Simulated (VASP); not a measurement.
# VMoS4 (F-43m) in VASP: further runs, part 2 of 2

VASP 6.6.1. Earlier steps stand in the parts before.

## 4. Relaxation of cell and atoms, PBE, collinear spin, ferromagnetic start

This run uses another cell than the first one, of 19.87 Å³/atom.

The input, INCAR:

```
SYSTEM = VMoS4
PREC     = Accurate       ! precision mode
ENCUT    = 600            ! plane-wave cutoff, eV
EDIFF    = 1E-6           ! SCF threshold, eV
ISMEAR   = 0              ! smearing method
SIGMA    = 0.1            ! smearing width, eV
LREAL    = .False.        ! projectors in reciprocal space
LASPH    = .True.         ! aspherical terms in the spheres
NELM     = 150            ! most SCF steps
ALGO     = Normal         ! electronic algorithm
ISIF     = 3              ! what is computed and relaxed
LWAVE    = .False.        ! write WAVECAR
LCHARG   = .False.        ! write CHGCAR
ISPIN    = 2              ! spin polarisation
MAGMOM   = 2 1 0 0 0 0    ! initial moments
LORBIT   = 11             ! projections on sites
LMAXMIX  = 4              ! l up to which the mixer works
GGA      = PE             ! functional
IBRION   = 2              ! ionic algorithm
NSW      = 90             ! ionic steps
EDIFFG   = -0.04          ! ionic threshold
```

The input, KPOINTS:

```
Automatic mesh
0
Gamma
  4 4 4
  0 0 0
```

The input, POSCAR:

```
VMoS4
1.0
    0.0000000000      3.9060868500      3.9060868500
    3.9060868500      0.0000000000      3.9060868500
    3.9060868500      3.9060868500      0.0000000000
V Mo S
1 1 4
Direct
    0.2500000000      0.2500000000      0.2500000000
    0.0000000000      0.0000000000      0.0000000000
    0.1239169200      0.6253610300      0.6253610300
    0.6253610300      0.1239169200      0.6253610300
    0.6253610300      0.6253610300      0.1239169200
    0.6253610300      0.6253610300      0.6253610300
```

Potentials or basis: VASP PAW PBE potentials, release 64 (V_sv, Mo_sv, S).

Run with:

```console
cat potpaw_PBE.64/V_sv/POTCAR potpaw_PBE.64/Mo_sv/POTCAR potpaw_PBE.64/S/POTCAR > POTCAR
mpirun -np 1 vasp_std > vasp.out
```

OUTCAR:

```text
SYSTEM = VMoS4
   PREC = Accurate
   ENCUT = 600
   EDIFF = 1E-6
   ISMEAR = 0
   LREAL = .False.
   LASPH = .True.
   NELM = 150
   ISIF = 3
   ISPIN = 2
   LORBIT = 11
   GGA = PE
   IBRION = 2
   NSW = 90
   EDIFFG = -0.04

 ion  position               nearest neighbor table
   1  0.250  0.250  0.250-
   2  0.000  0.000  0.000-
   3  0.124  0.625  0.625-   4 2.75   5 2.75   6 2.75   6 2.77   5 2.77   4 2.77
   4  0.625  0.124  0.625-   3 2.75   5 2.75   6 2.75   5 2.77   6 2.77   3 2.77
   5  0.625  0.625  0.124-   3 2.75   4 2.75   6 2.75   6 2.77   4 2.77   3 2.77
   6  0.625  0.625  0.625-   3 2.75   4 2.75   5 2.75   5 2.77   4 2.77   3 2.77

  LATTYP: Found a face centered cubic cell.
 ALAT       =     7.8121737000

  Lattice vectors:

 A1 = (   0.0000000000,   3.9060868500,   3.9060868500)
 A2 = (   3.9060868500,   0.0000000000,   3.9060868500)
 A3 = (   3.9060868500,   3.9060868500,   0.0000000000)

Analysis of symmetry for initial positions (statically):
=====================================================================
 Subroutine PRICEL returns:
 Original cell was already a primitive cell.

 Routine SETGRP: Setting up the symmetry group for a
 face centered cubic supercell.

 Subroutine GETGRP returns: Found 24 space group operations
 (whereof 24 operations were pure point group operations)
 out of a pool of 48 trial point group operations.
[... 220 lines left out ...]
 fundamental gap:      0.0884766109
 Fermi energy:         8.4280803047

 spin component 1

 k-point     1 :       0.0000    0.0000    0.0000
  band No.  band energies     occupation
      1     -54.3596      1.00000
      2     -53.2955      1.00000
      3     -28.2426      1.00000
      4     -28.2426      1.00000
      5     -28.2426      1.00000
      6     -27.4207      1.00000
[... 755 lines left out ...]
--------------------------------------- Ionic step        7  -------------------------------------------

 number of electron      51.0000002 magnetization       0.0001826

 Free energy of the ion-electron system (eV)
  ---------------------------------------------------
  ext. energy  EPLUGINS =         0.00000000
  ---------------------------------------------------
  free energy    TOTEN  =       -28.94092709 eV

  energy without entropy =      -28.92440657  energy(sigma->0) =      -28.93266683

 E-fermi :  10.4208     XC(G=0): -12.0337

 val. band max:       10.3214941599   @ k =   0.2500   0.0000   0.0000
 cond. band min:      10.4611343151   @ k =   0.5000   0.5000   0.0000
 fundamental gap:      0.1396401552
 Fermi energy:        10.4207598256

 spin component 1

 k-point     1 :       0.0000    0.0000    0.0000
  band No.  band energies     occupation
      1     -54.2196      1.00000
      2     -50.8121      1.00000
      3     -28.0684      1.00000
      4     -28.0684      1.00000
      5     -28.0684      1.00000
      6     -24.8905      1.00000
[... 585 lines left out ...]
  FREE ENERGIE OF THE ION-ELECTRON SYSTEM (eV)
  ---------------------------------------------------
  free  energy   TOTEN  =       -28.9409270893 eV

  energy  without entropy=      -28.9244065711  energy(sigma->0) =      -28.93266683

 reached required accuracy - stopping structural energy minimisation

 total charge

# of ion       s       p       d       tot
------------------------------------------
    1        2.180   6.077   3.004  11.261
    2        2.202   6.059   3.871  12.132
    3        1.437   2.089   0.000   3.525
    4        1.437   2.089   0.000   3.525
    5        1.437   2.089   0.000   3.525
    6        1.437   2.089   0.000   3.525
--------------------------------------------------
tot         10.128  20.492   6.875  37.495

 magnetization (x)

# of ion       s       p       d       tot
------------------------------------------
    1        0.000   0.000   0.001   0.001
    2       -0.000  -0.000  -0.001  -0.001
    3       -0.000  -0.000   0.000  -0.000
    4       -0.000  -0.000   0.000  -0.000
    5       -0.000  -0.000   0.000  -0.000
    6       -0.000  -0.000   0.000  -0.000
--------------------------------------------------
tot         -0.000  -0.000   0.000   0.000
```

OSZICAR:

```text
N       E                     dE             d eps       ncg     rms          rms(c)
DAV:   1     0.470701303860E+03    0.47070E+03   -0.28315E+04  1152   0.168E+03
DAV:   2     0.724960267465E+01   -0.46345E+03   -0.44941E+03  1208   0.413E+02
[... 138 lines left out ...]
DAV:   1    -0.289406778304E+02   -0.17451E-03   -0.40688E-02  1024   0.834E-01    0.218E-01
DAV:   2    -0.289411609493E+02   -0.48312E-03   -0.45086E-03  1256   0.302E-01    0.181E-01
DAV:   3    -0.289410681384E+02    0.92811E-04   -0.24055E-03  1368   0.214E-01    0.144E-01
DAV:   4    -0.289409428840E+02    0.12525E-03   -0.57985E-04  1360   0.985E-02    0.328E-02
DAV:   5    -0.289409280703E+02    0.14814E-04   -0.10675E-04  1336   0.417E-02    0.139E-02
DAV:   6    -0.289409270893E+02    0.98094E-06   -0.75368E-06  1080   0.124E-02
   7 F= -.28940927E+02 E0= -.28932667E+02  d E =-.148516E-02  mag=     0.0002
```

CONTCAR:

```text
VMoS4
   1.00000000000000
     0.0000000000000000    3.5292908084435046    3.5292908084435046
     3.5292908084435046    0.0000000000000000    3.5292908084435046
     3.5292908084435046    3.5292908084435046   -0.0000000000000000
  V               Mo              S
     1     1     4
Direct
     0.2500000000000000    0.2500000000000000    0.2500000000000000
     0.0000000000000000    0.0000000000000000    0.0000000000000000
     0.1257024089206662    0.6247658670264450    0.6247658670264450
     0.6247658670264450    0.1257024089206662    0.6247658670264450
     0.6247658670264450    0.6247658670264450    0.1257024089206662
     0.6247658670264450    0.6247658670264450    0.6247658670264450

  0.00000000E+00  0.00000000E+00  0.00000000E+00
  0.00000000E+00  0.00000000E+00  0.00000000E+00
  0.00000000E+00  0.00000000E+00  0.00000000E+00
  0.00000000E+00  0.00000000E+00  0.00000000E+00
  0.00000000E+00  0.00000000E+00  0.00000000E+00
  0.00000000E+00  0.00000000E+00  0.00000000E+00
```

It took 9.7 min on 1 thread of Intel Xeon 6975P-C (Granite Rapids), shared host; peak memory 0.47 GiB.

What came out:

- Free energy: -28.9409 eV
- Relaxed volume: 14.65 Å³/atom
- Relaxed cell: a = 4.991 Å, b = 4.991 Å, c = 4.991 Å, α = 60.00°, β = 60.00°, γ = 60.00°
- Space group after relaxing (to 0.1 Å): F-43m (No. 216)
- Energy gained by relaxing: 137.3 meV/atom
- Ionic steps: 7
- Pressure after relaxing: 0.0 GPa
- Net moment: 0.00 μB per cell
- Valence electrons inside the program's atomic spheres: V 11.26; Mo 12.13; S 3.52

The path:
```csv
step,energy change (eV),largest force (eV/Å),pressure (GPa),volume (Å³)
1,0.0000,0.0242,-8.55,119.19
2,-0.7699,0.0919,-5.38,101.82
3,-0.8157,0.1353,-1.51,89.24
4,-0.7973,0.1536,3.25,85.36
5,-0.8222,0.1414,0.01,87.95
6,-0.8232,0.0759,-0.02,87.90
7,-0.8236,0.0005,-0.04,87.92
```

Final structure:
```yaml
crystal:
  lattice:
    - [0.00000, 3.52929, 3.52929]
    - [3.52929, 0.00000, 3.52929]
    - [3.52929, 3.52929, 0.00000]
  atoms:
    - { symbol: V, position: [0.25000, 0.25000, 0.25000] }
    - { symbol: Mo, position: [0.00000, 0.00000, 0.00000] }
    - { symbol: S, position: [0.12570, 0.62477, 0.62477] }
    - { symbol: S, position: [0.62477, 0.12570, 0.62477] }
    - { symbol: S, position: [0.62477, 0.62477, 0.12570] }
    - { symbol: S, position: [0.62477, 0.62477, 0.62477] }
```

Levels at points of the mesh, in eV from the Fermi level:
Spin up:
```csv
k point,band 21,band 22,band 23,band 24,band 25,band 26,band 27,band 28,band 29,band 30
"(0.00, 0.00, 0.00)",-0.85,-0.85,0.63,0.63,1.26,1.26,1.26,1.36,1.36,1.36
"(0.50, 0.00, 0.00)",-3.45,-2.15,-0.36,-0.36,0.08,0.10,0.10,0.51,0.51,1.45
"(0.50, 0.50, 0.00)",-3.74,-3.74,-1.33,-1.33,0.04,0.23,0.52,0.52,0.76,0.76
```
Spin down:
```
           k point  band 21  band 22  band 23  band 24  band 25  band 26  band 27  band 28  band 29  band 30
(0.00, 0.00, 0.00)    -0.85    -0.85     0.63     0.63     1.26     1.26     1.26     1.36     1.36     1.36
(0.50, 0.00, 0.00)    -3.45    -2.15    -0.36    -0.36     0.08     0.11     0.11     0.51     0.51     1.45
(0.50, 0.50, 0.00)    -3.74    -3.74    -1.33    -1.33     0.04     0.23     0.52     0.52     0.76     0.76
```

Caveat: the volume moved by over 15 % at a fixed basis, so the end points are rough; the moments typed at the start vanished in this run.

## 5. Overview

| task | cell | cutoff (eV) | gap on the mesh (eV) | pressure (GPa) | moment (μB) |
| --- | --- | --- | --- | --- | --- |
| single point | a = 5.074 Å, angles 60.0°, 6 atoms, atomic positions A | 520 | none | -4.5 | 0.00 |
| single point | a = 5.524 Å, angles 60.0°, 6 atoms, atomic positions B | 520 | none | -15.6 | 0.01 |
| relaxation of cell and atoms | relaxed from a = 5.524 Å, angles 60.0°, 6 atoms, atomic positions B | 600 | none | 0.0 | 0.00 |

Alike in all rows: level PBE; potentials or basis VASP PAW PBE potentials, release 64 (V_sv, Mo_sv, S); spin collinear, ferromagnetic start; k mesh 4 × 4 × 4; smearing gaussian 0.1 eV.

Caveats: some runs use coarse meshes; the moments typed at the start vanished in this run; the cell stands under tension (at least some runs); the volume moved by over 15 % at a fixed basis, so the end points are rough (at least some runs).

Absolute energies hang on the potentials; compare differences alone.

The gap in the log of VASP goes by the Fermi energy; the results here count the filled bands.